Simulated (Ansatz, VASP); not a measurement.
One calculation of ZnSe, two programs

The input INCAR:

```
ALGO     = Normal         # electronic algorithm
EDIFF    = 1E-6           # SCF threshold, eV
ENCUT    = 520            # plane-wave cutoff, eV
ISIF     = 2              # what is computed and relaxed
ISMEAR   = 0              # smearing method
LASPH    = True           # aspherical terms in the spheres
LCHARG   = False          # write CHGCAR
LREAL    = False          # projectors in reciprocal space
LWAVE    = False          # write WAVECAR
NBANDS   = 26             # bands
NELM     = 60             # most SCF steps
PREC     = Accurate       # precision mode
SIGMA    = 0.05           # smearing width, eV
```

Contents of KPOINTS:

```
k-points
0
Gamma
  8 8 6
```

Contents of POSCAR:

```
ZnSe
1.0
    4.0437991417      0.0000000000      0.0000000000
    0.0000000000      4.0437991417      0.0000000000
    0.0000000000      0.0000000000      5.3369824815
Zn Se
2 2
Direct
    0.0000000000      0.0000000000      0.0000000000
    0.5000000000      0.5000000000      0.0000000000
    0.0000000000      0.5000000000      0.2419974579
    0.5000000000      0.0000000000      0.7580025421
```

Input for Ansatz:

```yaml
crystal:
  lattice:
    - [4.0437991417, 0.0, 0.0]
    - [0.0, 4.0437991417, 0.0]
    - [0.0, 0.0, 5.3369824815]
  atoms:
    - { symbol: Zn, position: [0.0, 0.0, 0.0] }
    - { symbol: Zn, position: [0.5, 0.5, 0.0] }
    - { symbol: Se, position: [0.0, 0.5, 0.2419974579] }
    - { symbol: Se, position: [0.5, 0.0, 0.7580025421] }
basis:
  ecutwfc: 520.0
kpoints:
  mp_grid: { grid: [8, 8, 6] }
hamiltonian:
  xc: lda
scf:
  occupations: { method: gaussian, width: 0.05 }
output:
  forces: true
  stress: true
  eigenvalues: true
```

Alike in both runs: task single point; functional LDA; k mesh 8 × 8 × 6; occupations gaussian, width 0.05 eV; no spin polarisation.

|  | VASP | Ansatz |
| --- | --- | --- |
| version | VASP 6.6.1 | Ansatz 0.2.0 |
| potentials or method | VASP PAW LDA potentials, release 64 (Zn, Se), cutoff 520 eV | scalar-relativistic, plane waves, PAW |
| valence electrons in the cell | 36 | 56 |

Ansatz gave:

| Property | Result |
| --- | --- |
| gap on the k mesh at the Fermi level (eV) | 0.94 |
| least direct gap on the mesh (eV) | 0.94 |
| pressure (GPa) | 5.2 |
| traceless stress, the component that is largest in VASP (GPa) | 1.26 |
| rms of the force components (eV/Å) | 0.663 |

Question: What did VASP give for the same quantities?

Answer: gap on the k mesh at the Fermi level (eV): 0.94; least direct gap on the mesh (eV): 0.94; pressure (GPa): 5.7; traceless stress, the component that is largest in VASP (GPa): 1.16; rms of the force components (eV/Å): 0.696.

LDA's correlation is that of Perdew and Zunger in VASP and of Perdew and Wang (1992) in Ansatz. Atom by atom the forces differ by 0.033 eV/Å (rms over components). VASP's potentials hold 36 valence electrons a cell and Ansatz's 56, so a difference there can come from the potentials and not from the codes.
